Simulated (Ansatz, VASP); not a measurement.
Two plane-wave programs on La

```
La
1.0
     3.75000    0.00000    0.00000
    -1.87500    3.24760    0.00000
     0.00000    0.00000    6.07000
La
2
Direct
  0.33333 0.66667 0.25000
  0.66667 0.33333 0.75000
```

Alike in both runs: task relaxation of cell and atoms; functional PBEsol; k mesh 10 × 10 × 6; occupations fermi-dirac, width 0.1 eV; no spin polarisation; Hubbard terms La f U = 8.0 eV.

```csv
,VASP,Ansatz
version,VASP 6.6.1,Ansatz 0.2.0
potentials or method,"VASP PAW PBE potentials, release 64 (La)","PAW with Ansatz's default frozen-core files, scalar-relativistic"
plane-wave cutoff (eV),600,420
valence electrons in the cell,22,22
```

Ansatz gave:

* relaxed volume (Å³/atom): 37.47
* relaxed cell length with the largest relative difference (Å): 6.173

**Question.** Which values does VASP return?

**Answer.** Relaxed volume (Å³/atom): 36.97; relaxed cell length with the largest relative difference (Å): 6.139.

VASP's potentials were made for PBE, not for PBEsol. The programs project onto different local orbitals, so the same U acts differently, and such runs can settle in different states. Ansatz's warnings: filled band counts differ across k points.

Neither program's run includes spin-orbit coupling.
